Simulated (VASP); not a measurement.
# TaN in VASP: notebook

TaN is run at these levels: r2SCAN, PBE; tasks: single point.

All numbers are computed with VASP 6.6.1; they aren't measurements. Logs are shortened: lines on timing, memory, paths and dates and some standing lists are left out, and cuts for length are marked.

### Step 1. The cell of the first run

The structure is cubic, space group Fm-3m (No. 225). The conventional cell has a = 4.358 Å, b = 4.358 Å, c = 4.358 Å, α = 90.00°, β = 90.00°, γ = 90.00°. Within 2.9 Å of Ta (site symmetry m-3m) lie 6 N at 2.18 Å. N (site symmetry m-3m) has 6 Ta at 2.18 Å within 2.9 Å.

### Step 2. Single point, r2SCAN

POSCAR

```
TaN
1.0
    0.0000000000      2.1790000000      2.1790000000
    2.1790000000      0.0000000000      2.1790000000
    2.1790000000      2.1790000000      0.0000000000
Ta N
1 1
Direct
    0.5000000000      0.5000000000      0.5000000000
    0.0000000000      0.0000000000      0.0000000000
```

INCAR.step1

```
  PREC = Accurate
  ENCUT = 520
  ISMEAR = 0
  SIGMA = 0.05
  LREAL = F
  LASPH = T
  NELM = 60
  NBANDS = 15
  GGA = PE
  ALGO = Normal
  EDIFF = 1E-4
  LWAVE = T
  LCHARG = F
```

INCAR.step2

```
  PREC = Accurate
  ENCUT = 520
  EDIFF = 1E-6
  ISMEAR = 0
  SIGMA = 0.05
  LREAL = F
  LASPH = T
  NELM = 60
  ALGO = Normal
  ISIF = 2
  LWAVE = F
  LCHARG = F
  METAGGA = R2SCAN
  LMIXTAU = T
  NBANDS = 15
  ISTART = 1
```

KPOINTS

```
Automatic mesh
0
Gamma
  12 12 12
```

Potentials or basis: VASP PAW PBE potentials, release 64 (Ta_pv, N).

Run with:

```console
> cat potpaw_PBE.64/Ta_pv/POTCAR potpaw_PBE.64/N/POTCAR > POTCAR
> cp INCAR.step1 INCAR
> mpirun -np 1 vasp_std > vasp.out
> cp INCAR.step2 INCAR
> mpirun -np 1 vasp_std > vasp.out
```

OUTCAR:

```text
PREC = Accurate
   ENCUT = 520
   EDIFF = 1E-6
   ISMEAR = 0
   LREAL = F
   LASPH = T
   NELM = 60
   ISIF = 2
   METAGGA = R2SCAN
   ISTART = 1

 ion  position               nearest neighbor table
   1  0.500  0.500  0.500-   2 2.18   2 2.18   2 2.18   2 2.18   2 2.18   2 2.18
   2  0.000  0.000  0.000-   1 2.18   1 2.18   1 2.18   1 2.18   1 2.18   1 2.18

  LATTYP: Found a face centered cubic cell.
 ALAT       =     4.3580000000

  Lattice vectors:

 A1 = (   0.0000000000,   2.1790000000,   2.1790000000)
 A2 = (   2.1790000000,   0.0000000000,   2.1790000000)
 A3 = (   2.1790000000,   2.1790000000,   0.0000000000)

Analysis of symmetry for initial positions (statically):
=====================================================================
 Subroutine PRICEL returns:
 Original cell was already a primitive cell.

 Routine SETGRP: Setting up the symmetry group for a
 face centered cubic supercell.

 Subroutine GETGRP returns: Found 48 space group operations
 (whereof 48 operations were pure point group operations)
 out of a pool of 48 trial point group operations.

The static configuration has the point symmetry O_h .

Analysis of symmetry for dynamics (positions and initial velocities):
=====================================================================
 Subroutine PRICEL returns:
 Original cell was already a primitive cell.

 Routine SETGRP: Setting up the symmetry group for a
 face centered cubic supercell.

 Subroutine GETGRP returns: Found 48 space group operations
 (whereof 48 operations were pure point group operations)
 out of a pool of 48 trial point group operations.

The dynamic configuration has the point symmetry O_h .

 Subroutine INISYM returns: Found 48 space group operations
 (whereof 48 operations are pure point group operations),
 and found     1 'primitive' translations

----------------------------------------------------------------------------------------

                                     Primitive cell

  volume of cell :      20.6920

  direct lattice vectors                    reciprocal lattice vectors
     0.000000000  2.179000000  2.179000000    -0.229463056  0.229463056  0.229463056
     2.179000000  0.000000000  2.179000000     0.229463056 -0.229463056  0.229463056
     2.179000000  2.179000000  0.000000000     0.229463056  0.229463056 -0.229463056

  length of vectors
     3.081571352  3.081571352  3.081571352     0.397441672  0.397441672  0.397441672

  position of ions in fractional coordinates (direct lattice)
     0.500000000  0.500000000  0.500000000
     0.000000000  0.000000000  0.000000000

  ion indices of the primitive-cell ions
   primitive index   ion index
                 1           1
                 2           2

----------------------------------------------------------------------------------------

 KPOINTS: Automatic mesh

Automatic generation of k-mesh.
 Grid dimensions read from file:
 generate k-points for:   12   12   12

 Generating k-lattice:

  Cartesian coordinates                     Fractional coordinates (reciprocal lattice)
    -0.019121921  0.019121921  0.019121921     0.083333333  0.000000000  0.000000000
     0.019121921 -0.019121921  0.019121921     0.000000000  0.083333333  0.000000000
     0.019121921  0.019121921 -0.019121921     0.000000000  0.000000000  0.083333333

  Length of vectors
     0.033120139  0.033120139  0.033120139

  Shift w.r.t. Gamma in fractional coordinates (k-lattice)
     0.000000000  0.000000000  0.000000000

 Subroutine IBZKPT returns following result:
 ===========================================

 Found     72 irreducible k-points:

 Following reciprocal coordinates:
            Coordinates               Weight
  0.000000  0.000000  0.000000      1.000000
  0.083333  0.000000  0.000000      8.000000
  0.166667  0.000000  0.000000      8.000000
  0.250000  0.000000  0.000000      8.000000
  0.333333  0.000000  0.000000      8.000000
  0.416667  0.000000  0.000000      8.000000
[... 16 lines left out ...]
  0.500000  0.166667  0.000000     24.000000
 -0.416667  0.166667  0.000000     24.000000
 [... further k-points ...]
   k-points           NKPTS =     72   k-points in BZ     NKDIM =     72   number of bands    NBANDS=     15
   number of dos      NEDOS =    301   number of ions     NIONS =      2
   total plane-waves  NPLWV =  13824
   dimension x,y,z NGX =    24 NGY =   24 NGZ =   24
   dimension x,y,z NGXF=    48 NGYF=   48 NGZF=   48
   ions per type =               1   1
   NGX,Y,Z   is equivalent  to a cutoff of  12.95, 12.95, 12.95 a.u.
   NGXF,Y,Z  is equivalent  to a cutoff of  25.90, 25.90, 25.90 a.u.
 SYSTEM =  unknown system
   PREC   = accura    normal or accurate (medium, high low for compatibility)
   ISTART =      1    job   : 0-new  1-cont  2-samecut
   ICHARG =      0    charge: 1-file 2-atom 10-const
   ISPIN  =      1    spin polarized calculation?
   LNONCOLLINEAR =      F non collinear calculations
   LSORBIT =      F    spin-orbit coupling
   LASPH  =      T    aspherical Exc in radial PAW
   ENCUT  =  520.0 eV  38.22 Ry    6.18 a.u.   5.73  5.73  5.73*2*pi/ulx,y,z
   NELM   =     60;   NELMIN=  2; NELMDL=  0     # of ELM steps
   EDIFF  = 0.1E-05   stopping-criterion for ELM
   LREAL  =      F    real-space projection
   EDIFFG = 0.1E-04   stopping-criterion for IOM
   NSW    =      0    number of steps for IOM
   IBRION =     -1    ionic relax: 0-MD 1-quasi-New 2-CG
   NFREE  =      0    steps in history (QN), initial steepest desc. (CG)
   ISIF   =      2    stress and relaxation
   ISYM   =      2    0-nonsym 1-usesym 2-fastsym
   POTIM  = 0.5000    time-step for ionic-motion
   TEBEG  =    0.0;   TEEND  =   0.0 temperature during run
   PSTRESS=    0.0 pullay stress
   NELECT =      16.0000    total number of electrons
   NUPDOWN=      -1.0000    fix difference up-down
   EMIN   =  10.00;   EMAX   =-10.00  energy-range for DOS
   EFERMI =   0.00;   METHOD = LEGACY
   ISMEAR =     0;   SIGMA  =   0.05  broadening in eV -4-tet -1-fermi 0-gaus
   EFERMI_NEDOS =   21; number of points for ismear=-14 and -15
   IALGO  =     38    algorithm
   IMIX   =      4    mixing-type and parameters
     AMIX     =   0.40;   BMIX     =  1.00
     AMIX_MAG =   1.60;   BMIX_MAG =  1.00
  volume/ion in A,a.u.               =      10.35        69.82
  Fermi-wavevector in a.u.,A,eV,Ry     =   1.502615  2.839530 30.719922  2.257851
  Thomas-Fermi vector in A             =   2.613832
   LORBIT       =      0    0 simple, 1 ext, 2 COOP (PROOUT), +10 PAW based schemes
   METAGGA = R2SCAN    functional components
   LHFCALC =     F    Hartree Fock is set to
   AEXX    =    0.0000 exact exchange contribution
   IVDW    =     0    specifies the selected vdW correction
   LEPSILON=     F    determine dielectric tensor
   LRPA    =     F    only Hartree local field effects (RPA)
 non-spin polarized calculation
 Gauss-broadening in eV      SIGMA  =   0.05
  energy-cutoff  :      520.00
  volume of cell :       20.69
 maximum number of plane-waves:       568
   NGX = 11   NGY = 11   NGZ = 11

 number of electron      16.0000000 magnetization

 Free energy of the ion-electron system (eV)
  ---------------------------------------------------
  ext. energy  EPLUGINS =         0.00000000
  ---------------------------------------------------
  free energy    TOTEN  =       -59.59706245 eV

  energy without entropy =      -59.59531222  energy(sigma->0) =      -59.59618734

 E-fermi :   9.8663     XC(G=0): -14.6315

 val. band max:        9.8502413798   @ k =  -0.2500   0.1667   0.0000
 cond. band min:       9.8675391012   @ k =   0.2500   0.0833   0.0000
 fundamental gap:      0.0172977215
 Fermi energy:         9.8662604251

 k-point     1 :       0.0000    0.0000    0.0000
  band No.  band energies     occupation
      1     -27.1709      2.00000
      2     -27.1709      2.00000
      3     -27.1709      2.00000
      4     -10.3238      2.00000
      5       5.6939      2.00000
      6       5.6939      2.00000
      7       5.6939      2.00000
      8       7.6808      2.00000
      9       7.6808      2.00000
     10       7.6808      2.00000
     11      10.0597      0.00000
     12      10.0597      0.00000
     13      11.9479      0.00000
     14      19.5518      0.00000
     15      19.9178      0.00000

 k-point     2 :       0.0833    0.0000    0.0000
  band No.  band energies     occupation
      1     -27.2421      2.00000
      2     -27.1770      2.00000
      3     -27.1770      2.00000
      4     -10.1442      2.00000
      5       4.8506      2.00000
      6       5.1185      2.00000
      7       5.1185      2.00000
      8       7.9563      2.00000
      9       7.9563      2.00000
     10       8.0359      2.00000
     11      10.7571      0.00000
     12      10.7571      0.00000
     13      12.4591      0.00000
     14      19.5517      0.00000
     15      20.4623      0.00000

 k-point     3 :       0.1667    0.0000    0.0000
  band No.  band energies     occupation
      1     -27.4318      2.00000
      2     -27.1935      2.00000
      3     -27.1935      2.00000
      4      -9.6418      2.00000
      5       3.2934      2.00000
      6       4.0706      2.00000
      7       4.0706      2.00000
      8       8.5256      2.00000
      9       8.5923      2.00000
     10       8.5923      2.00000
     11      12.3207      0.00000
     12      12.3207      0.00000
     13      13.6503      0.00000
     14      19.5517      0.00000
     15      21.8504      0.00000
[... 343 lines left out ...]
 k-point    23 :       0.5000    0.1667    0.0000
  band No.  band energies     occupation
      1     -28.0343      2.00000
      2     -27.4009      2.00000
      3     -27.3186      2.00000
      4      -7.6983      2.00000
      5      -0.1610      2.00000
      6       2.0556      2.00000
      7       2.3370      2.00000
      8       9.3257      2.00000
      9      12.2826      0.00000
     10      12.2948      0.00000
     11      15.5996      0.00000
     12      16.4534      0.00000
     13      18.3692      0.00000
     14      19.5456      0.00000
     15      21.3323      0.00000

 k-point    24 :      -0.4167    0.1667    0.0000
  band No.  band energies     occupation
      1     -28.0449      2.00000
      2     -27.4335      2.00000
      3     -27.2953      2.00000
      4      -7.5700      2.00000
      5      -0.3613      2.00000
      6       2.0340      2.00000
      7       2.1559      2.00000
      8      10.6179      0.00000
      9      11.5759      0.00000
     10      11.6962      0.00000
     11      15.4890      0.00000
     12      17.7564      0.00000
     13      17.8844      0.00000
     14      19.5469      0.00000
     15      21.6782      0.00000

 [... further k-points ...]

------------------------ aborting loop because EDIFF is reached ----------------------------------------

  FORCE on cell =-STRESS in cart. coord.  units (eV):
  Direction    XX          YY          ZZ          XY          YZ          ZX
  --------------------------------------------------------------------------------------
  -------------------------------------------------------------------------------------
  Total        1.5417777      1.5417777      1.5417777     -0.0000000     -0.0000000      0.0000000
  in kB      119.3797451    119.3797451    119.3797451     -0.0000000     -0.0000000      0.0000000
  external PRESSURE =     119.3797451 kB  Pullay stress =       0.0000000 kB

 VOLUME and BASIS-vectors are now :
 -----------------------------------------------------------------------------
  energy-cutoff  :      520.00
  volume of cell :       20.69
      direct lattice vectors                 reciprocal lattice vectors
     0.000000000  2.179000000  2.179000000    -0.229463056  0.229463056  0.229463056
     2.179000000  0.000000000  2.179000000     0.229463056 -0.229463056  0.229463056
     2.179000000  2.179000000  0.000000000     0.229463056  0.229463056 -0.229463056

 POSITION                                       TOTAL-FORCE (eV/Angst)
 -----------------------------------------------------------------------------------
      2.17900      2.17900      2.17900        -0.000000     -0.000000     -0.000000
      0.00000      0.00000      0.00000         0.000000      0.000000      0.000000
 -----------------------------------------------------------------------------------
    total drift:                                0.000000     -0.000000     -0.000000

  FREE ENERGIE OF THE ION-ELECTRON SYSTEM (eV)
  ---------------------------------------------------
  free  energy   TOTEN  =       -59.5970624467 eV

  energy  without entropy=      -59.5953122244  energy(sigma->0) =      -59.59618734
```

It took 68 s on 1 thread of Intel Xeon 8259CL, shared host; peak memory 0.16 GiB.

Results:

| Item | Value |
| --- | --- |
| Free energy | -59.5971 eV |
| Pressure | 11.9 GPa |
| Band gap on the k mesh | zero (bands 8 and 9 overlap by 4.26 eV) |

Levels at points of the mesh, in eV from the Fermi level:
```tsv
k point	band 4	band 5	band 6	band 7	band 8	band 9	band 10	band 11	band 12	band 13
(0.00, 0.00, 0.00)	-20.19	-4.17	-4.17	-4.17	-2.19	-2.19	-2.19	0.19	0.19	2.08
(0.50, 0.00, 0.00)	-17.01	-11.01	-8.15	-8.15	2.07	2.07	2.22	4.24	8.18	8.18
(0.50, 0.50, 0.00)	-18.96	-7.09	-5.76	-5.01	-5.01	2.36	3.77	3.77	5.07	7.77
```

Caveat: the cell stands under pressure; the PAW data sets were made with another functional, which shifts forces and pressure a little; spin-orbit coupling is left out, which moves the levels of the heavy elements.

### Step 3. Single point, PBE

INCAR

```
SYSTEM = TaN
  PREC = Accurate
  ENCUT = 520
  EDIFF = 1E-6
  ISMEAR = 0
  SIGMA = 0.05
  LREAL = .FALSE.
  LASPH = .TRUE.
  NELM = 100
  ALGO = Normal
  ISIF = 2
  LWAVE = .FALSE.
  LCHARG = .FALSE.
  GGA = PE
  NBANDS = 15
```

KPOINTS

```
Automatic mesh
0
G
  12 12 12
  0 0 0
```

Edit POSCAR of step 2 so:

```diff
@@ -9,2 +9,2 @@
     0.5000000000      0.5000000000      0.5000000000
-    0.0000000000      0.0000000000      0.0000000000
+    0.0049143905     -0.0056439270      0.0156987450
```

Potentials or basis: VASP PAW PBE potentials, release 64 (Ta_pv, N).

Run with:

```console
> cat potpaw_PBE.64/Ta_pv/POTCAR potpaw_PBE.64/N/POTCAR > POTCAR
> mpirun -np 1 vasp_std > vasp.out
```

It took 3 min on 1 thread of Intel Xeon 8259CL, shared host; peak memory 0.37 GiB.

The run converged. Its results:

* Free energy: -21.7693 eV
* Pressure: 16.0 GPa
* Largest force: 0.439 eV/Å
* Band gap on the k mesh: zero (bands 8 and 9 overlap by 4.08 eV)

Forces on the atoms (eV/Å):
```
Ta   0.205  0.388 -0.014
N   -0.205 -0.388  0.014
```

Stress tensor (GPa, compression positive):
```
15.96 -0.25  0.01
-0.25 16.36  0.02
 0.01  0.02 15.65
```

Levels at points of the mesh, in eV from the Fermi level:
```
           k point  band 5  band 6  band 7  band 8  band 9  band 10  band 11  band 12
(0.00, 0.00, 0.00)   -3.94   -3.93   -3.91   -2.13   -2.04    -2.04     0.14     0.20
(0.50, 0.00, 0.00)  -10.55   -7.72   -7.71    2.03    2.04     2.13     3.94     7.83
(0.00, 0.50, 0.00)  -10.55   -7.72   -7.71    2.03    2.04     2.13     3.94     7.83
(0.00, 0.00, 0.50)  -10.54   -7.73   -7.73    2.04    2.05     2.13     3.97     7.85
(0.50, 0.50, 0.50)  -10.54   -7.73   -7.72    2.03    2.05     2.13     3.97     7.85
(0.50, 0.50, 0.00)   -6.65   -5.75   -4.67   -4.49    2.29     3.76     3.76     4.86
(0.00, 0.50, 0.50)   -6.65   -5.73   -4.66   -4.52    2.28     3.76     3.76     4.86
(0.50, 0.00, 0.50)   -6.64   -5.64   -4.66   -4.62    2.27     3.76     3.76     4.85
```

Caveat: the cell stands under pressure; spin-orbit coupling is left out, which moves the levels of the heavy elements.
